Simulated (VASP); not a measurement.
**HfO2: single point with PBE**

HfO2:

```xyz
3
Lattice="0.0000 2.6598 2.6598 2.6598 0.0000 2.6598 2.6598 2.6598 0.0000" Properties=species:S:1:pos:R:3 pbc="T T T"
Hf    0.0000    0.0000    0.0000
O     1.3299    1.3299    1.3299
O     3.9897    3.9897    3.9897
```

This cell differs from its parent crystal: strain +0.040 along x and y, +0.040 along z.

* Program: VASP 6.6.1
* Task: single point
* Functional: PBE
* Potentials or basis: VASP PAW PBE potentials, release 64 (Hf_pv, O)
* Cutoff: 520 eV
* k mesh: 8 × 8 × 8
* Occupations: gaussian, width 0.05 eV
* Spin: no spin polarisation
* Dipole correction: no
* Further INCAR settings: ALGO = Normal; EDIFF = 1e-06; NBANDS = 18

The pressure is -26.5 GPa and the band gap on the k mesh is 3.40 eV, direct.

Levels at points of the mesh, in eV from the valence-band top:
```tsv
k point	band 7	band 8	band 9	band 10	band 11	band 12	band 13	band 14	band 15	band 16
(0.00, 0.00, 0.00)	-4.52	-4.52	-0.54	-0.54	-0.54	3.50	3.50	4.70	8.71	8.71
(0.50, 0.00, 0.00)	-3.62	-2.83	-2.41	-1.65	-1.65	4.06	4.06	5.70	7.90	7.90
(0.50, 0.50, 0.00)	-3.11	-3.11	-1.31	-1.31	0.00	3.40	4.74	5.40	6.93	6.93
```

It took 7.9 s on 1 thread of Intel(R) Xeon(R) 6975P-C (Granite Rapids) (shared host), peak memory 0.16 GiB.

Caveat: the cell differs from its parent crystal (strain +0.040 along x and y, +0.040 along z); spin-orbit coupling is left out, which moves the levels of the heavy elements. A k mesh can miss the band edges.
